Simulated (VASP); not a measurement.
Input of a VASP 6.6.1 run:

File INCAR:

```
SYSTEM = BaZrO3
  PREC = Accurate
  ENCUT = 600
  EDIFF = 1E-6
  ISMEAR = 0
  SIGMA = 0.01
  LREAL = .False.
  LASPH = .True.
  NELM = 120
  ALGO = Normal
  ISIF = 2
  LWAVE = .False.
  LCHARG = .True.
  GGA = CA
  LELF = .True.
  LVHAR = .True.
  NBANDS = 28
  GGA_COMPAT = .False.
```

The input KPOINTS:

```
Automatic mesh
0
Gamma
  4 4 4
  0 0 0
```

File POSCAR:

```
BaZrO3
1.0
    4.1106422440      0.0000000000      0.0000000000
    0.0000000000      4.1106422440      0.0000000000
    0.0000000000      0.0000000000      4.1106422440
Ba Zr O
1 1 3
Direct
    0.0000000000      0.0000000000      0.0000000000
    0.5000000000      0.5000000000      0.5000000000
    0.0000000000      0.5000000000      0.5000000000
    0.5000000000      0.0000000000      0.5000000000
    0.5000000000      0.5000000000      0.0000000000
```

Potentials or basis: VASP PAW LDA potentials, release 64 (Ba_sv, Zr_sv, O).

The run is started by

```console
$ cat potpaw_LDA.64/Ba_sv/POTCAR potpaw_LDA.64/Zr_sv/POTCAR potpaw_LDA.64/O/POTCAR > POTCAR
$ mpirun -np 1 vasp_std > vasp.out
```

Problem. What does it give for the pressure?

Solution. 6.5 GPa.

Problem. Predict the band gap on the k mesh.

Solution. 3.18 eV, indirect (least direct gap 3.32 eV).

Caveat: spin-orbit coupling is left out, which moves the levels of the heavy elements. A k mesh can miss the band edges.
